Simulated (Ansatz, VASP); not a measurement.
# Two plane-wave programs on MgB2

```
Mg B
1.0
     3.08500   -0.03085    0.00000
    -1.56922    2.68711    0.00000
     0.00000    0.00000    3.52300
Mg B
1 2
Direct
  0.00000 0.00000 0.00000
  0.66667 0.33333 0.50000
  0.33333 0.66667 0.50000
```

Alike in both runs: task single point; functional PBE; k mesh 8 × 8 × 6; occupations fermi-dirac, width 0.05 eV; no spin polarisation.

|  | VASP | Ansatz |
| --- | --- | --- |
| version | VASP 6.6.1 | Ansatz 0.2.0 |
| potentials or method | VASP PAW PBE potentials, release 64 (Mg, B) | Ansatz PAW |
| plane-wave cutoff (eV) | 520 | 420 |
| valence electrons in the cell | 8 | 16 |

Ansatz gave:

* gap on the k mesh at the Fermi level (eV): none
* pressure (GPa): -0.8
* traceless stress, the component that is largest in VASP (GPa): 3.50
* rms of the force components (eV/Å): 0.039

Estimate VASP's values.

gap on the k mesh at the Fermi level (eV): none; pressure (GPa): -1.1; traceless stress, the component that is largest in VASP (GPa): 3.51; rms of the force components (eV/Å): 0.040.

Atom by atom the forces differ by 0.001 eV/Å (rms over components). A gap of «none» marks a metal or a gap that the smearing closes. With one functional, cell and mesh, what is left measures potentials, basis and numerics. VASP's potentials hold 8 valence electrons a cell and Ansatz's 16, so a difference there can come from the potentials and not from the codes.
